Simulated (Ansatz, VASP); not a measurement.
**Two plane-wave programs on P**

POSCAR

```
P
1.0
    4.6275012813      0.0000000000      0.0000000000
    0.0000000000      3.1931115251      0.0000000000
    0.0000000000      0.0000000000     27.8195791164
P
4
Direct
    0.0896676512      0.0000000000      0.3790885903
    0.4103323488      0.5000000000      0.3790885903
    0.5896676512      0.5000000000      0.3038836402
    0.9103323488      0.0000000000      0.3038836402
```

File INCAR.step1:

```
  PREC = Accurate
  ENCUT = 520
  ISMEAR = 0
  SIGMA = 0.01
  LREAL = False
  LASPH = True
  NELM = 100
  LDIPOL = True
  IDIPOL = 3
  DIPOL = 0.5 0.5 0.341
  NBANDS = 18
  GGA = PE
  ALGO = Normal
  EDIFF = 1E-4
  LWAVE = True
  LCHARG = False
```

INCAR.step2

```
  PREC = Accurate
  ENCUT = 520
  EDIFF = 1E-7
  ISMEAR = 0
  SIGMA = 0.01
  LREAL = False
  LASPH = True
  NELM = 100
  ALGO = Normal
  ISIF = 2
  LWAVE = False
  LCHARG = False
  LDIPOL = True
  IDIPOL = 3
  DIPOL = 0.5 0.5 0.341
  METAGGA = R2SCAN
  LMIXTAU = True
  NBANDS = 18
  ISTART = 1
```

KPOINTS

```
regular mesh
0
Gamma
  6 8 1
```

Input for Ansatz:

```yaml
crystal:
  lattice:
    - [4.6275012813, 0.0, 0.0]
    - [0.0, 3.1931115251, 0.0]
    - [0.0, 0.0, 27.8195791164]
  atoms:
    - { symbol: P, position: [0.0896676512, 0.0, 0.3790885903] }
    - { symbol: P, position: [0.4103323488, 0.5, 0.3790885903] }
    - { symbol: P, position: [0.5896676512, 0.5, 0.3038836402] }
    - { symbol: P, position: [0.9103323488, 0.0, 0.3038836402] }
  periodic: [true, true, false]
kpoints:
  mp_grid: { grid: [6, 8, 1] }
  band_path:
    path:
      - [0.0, 0.0, 0.0]
      - [0.5, 0.0, 0.0]
      - [0.5, 0.5, 0.0]
      - [0.0, 0.5, 0.0]
      - [0.0, -0.078125, 0.0]
    npoints: 1
hamiltonian:
  xc: r2scan
scf:
  occupations: { method: fixed }
  n_extra_bands: 5
output:
  forces: true
  stress: true
  eigenvalues: true
  write_density: true
  write_potential: true
  elf: true
  volumetric_format: npy
```

Change from the starting cell: uniaxial_y strain -3.0%.

Alike in both runs: task single point; functional r2SCAN; k mesh 6 × 8 × 1; no spin polarisation.

|  | VASP | Ansatz |
| --- | --- | --- |
| version | VASP 6.6.1 | Ansatz 0.2.0 |
| potentials or method | VASP PAW PBE potentials, release 64 (P) | plane waves, PAW |
| plane-wave cutoff (eV) | 520 | 500 |
| occupations | gaussian, width 0.01 eV | fixed |
| valence electrons in the cell | 20 | 20 |

```tsv
	VASP	Ansatz	Ansatz less VASP
gap on the k mesh at the Fermi level (eV)	0.95	0.92	-0.029
rms of the force components (eV/Å)	0.064	0.001	-0.0629
```

VASP's potentials were made for PBE, not for r2SCAN. Atom by atom the forces differ by 0.064 eV/Å (rms over components). Ansatz's warnings: xc potential rough in thin density.
